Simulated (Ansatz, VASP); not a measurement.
# Lu in VASP and in Ansatz

INCAR

```
SYSTEM = Lu
ALGO = Normal
EDIFF = 1E-6
ENCUT = 520
GGA = PS
ISIF = 2
ISMEAR = -1
LASPH = .TRUE.
LCHARG = .FALSE.
LREAL = .FALSE.
LWAVE = .FALSE.
NBANDS = 32
NELM = 80
PREC = Accurate
SIGMA = 0.05
```

File KPOINTS:

```
k-points
0
G
  9 9 5
  0 0 0
```

File POSCAR:

```
Lu
1.0
    3.4795885533      0.0000000000      0.0000000000
   -1.7397942767      3.0134120819      0.0000000000
    0.0000000000      0.0000000000      5.5136445151
Lu
2
Direct
    0.6666666667      0.3333333333      0.7500000000
    0.3333333333      0.6666666667      0.2500000000
```

input.yaml

```yaml
crystal:
  lattice:
    - [3.4795885533, 0.0, 0.0]
    - [-1.7397942767, 3.0134120819, 0.0]
    - [0.0, 0.0, 5.5136445151]
  atoms:
    - { symbol: Lu, position: [0.6666666667, 0.3333333333, 0.75] }
    - { symbol: Lu, position: [0.3333333333, 0.6666666667, 0.25] }
kpoints:
  mp_grid: { grid: [9, 9, 5] }
scf:
  occupations: { method: fermi_dirac, width: 0.05 }
hamiltonian:
  xc: pbesol
  pseudopotentials: { kind: all_electron, lapw: { basis_error: 0.0005 } }
output:
  forces: true
  stress: true
  eigenvalues: true
```

Change from the starting cell: volume scaled by 0.98.

Alike in both runs: task single point; functional PBEsol; k mesh 9 × 9 × 5; occupations fermi-dirac, width 0.05 eV; no spin polarisation.

|  | VASP | Ansatz |
| --- | --- | --- |
| version | VASP 6.6.1 | Ansatz 0.2.0 |
| potentials or method | VASP PAW PBE potentials, release 64 (Lu), cutoff 520 eV | all-electron LAPW, scalar-relativistic |

```csv
,VASP,Ansatz,Ansatz less VASP
gap on the k mesh at the Fermi level (eV),none,none,-
pressure (GPa),-2.1,-2.2,-0.12
"traceless stress, the component that is largest in VASP (GPa)",-0.77,-0.77,-0.003
```

VASP's potentials were made for PBE, not for PBEsol. A gap of «none» marks a metal or a gap that the smearing closes. Ansatz ran all-electron here, and VASP with PAW potentials.

Spin-orbit coupling is off throughout.
